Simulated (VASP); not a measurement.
A run of VASP 6.6.1 is set up as follows.

Contents of POSCAR:

```
AlNi
1.0
    1.9386940000     -1.9531901500      0.0000000000
    1.9386940000      1.9531901500      0.0000000000
    0.0000000000      0.0000000000      3.0994300413
Al Ni
1 1
Direct
    0.0000000000      0.0000000000      0.0000000000
    0.4871047210      0.4871047210      0.5000000000
```

The input INCAR.step1:

```
  PREC = Accurate
  ENCUT = 520
  ISMEAR = 0
  SIGMA = 0.15
  LREAL = False
  LASPH = True
  NELM = 80
  NBANDS = 14
  GGA = PE
  ALGO = Normal
  EDIFF = 1E-4
  LWAVE = True
  LCHARG = False
```

INCAR.step2

```
  PREC = Accurate
  ENCUT = 520
  EDIFF = 1E-6
  ISMEAR = 0
  SIGMA = 0.15
  LREAL = False
  LASPH = True
  NELM = 80
  ALGO = Normal
  ISIF = 2
  LWAVE = False
  LCHARG = False
  METAGGA = R2SCAN
  LMIXTAU = True
  NBANDS = 14
  ISTART = 1
```

Contents of KPOINTS:

```
regular mesh
0
Gamma
  18 18 16
```

Potentials or basis: VASP PAW PBE potentials, release 64 (Al, Ni).

Launch:

```bash
$ cat potpaw_PBE.64/Al/POTCAR potpaw_PBE.64/Ni/POTCAR > POTCAR
$ cp INCAR.step1 INCAR
$ mpirun -np 1 vasp_std > vasp.out
$ cp INCAR.step2 INCAR
$ mpirun -np 1 vasp_std > vasp.out
```

What does it give for the pressure?

0.7 GPa.

Estimate the largest force.

0.313 eV/Å.

Stress tensor (GPa, compression positive):
```
 3.94  0.00  0.00
 0.00  1.96  0.00
 0.00  0.00 -3.94
```

Caveat: the cell differs from its parent crystal (all Ni atoms moved -0.050 Å, as atom 2 along Cartesian [1 0 0]); the PAW data sets were made with another functional, which shifts forces and pressure a little. Spin polarisation is off, so any magnetic state and its effect on volume and gap are missing.
